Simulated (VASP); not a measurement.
AgAu, 6 atoms in the cell. The cell holds a slab with vacuum, 6 atoms: a = 2.915 Å, b = 2.915 Å, c = 26.827 Å, α = 90.00°, β = 90.00°, γ = 120.00°. 

```yaml
Program: VASP 6.6.1
Task: single point
Functional: r2SCAN
Potentials_or_basis: VASP PAW PBE potentials, release 64 (Au, Ag)
Cutoff: 520 eV
k_mesh: 8 × 8 × 1
Occupations: fermi-dirac, width 0.05 eV
Spin: no spin polarisation
Hubbard_terms: Ag d U = 5.3 eV, Au d U = 3.5 eV
Dipole_correction: yes
Further_INCAR_settings: ALGO = Normal; EDIFF = 1e-06; NBANDS = 42
```

Potentials or basis: VASP PAW PBE potentials, release 64 (Au, Ag).

The run is started by

```console
$ cat potpaw_PBE.64/Au/POTCAR potpaw_PBE.64/Ag/POTCAR > POTCAR
$ cp INCAR.step1 INCAR
$ mpirun -np 1 vasp_std > vasp.out
$ cp INCAR.step2 INCAR
$ mpirun -np 1 vasp_std > vasp.out
```

Hardware: 1 thread of Intel Xeon 8259CL, with other jobs on the host.

Q: How long does it take, and how much memory?

A: It took 21 min on 1 thread of Intel Xeon 8259CL, on a shared host, peak memory 0.38 GiB. Counts: k points 10.
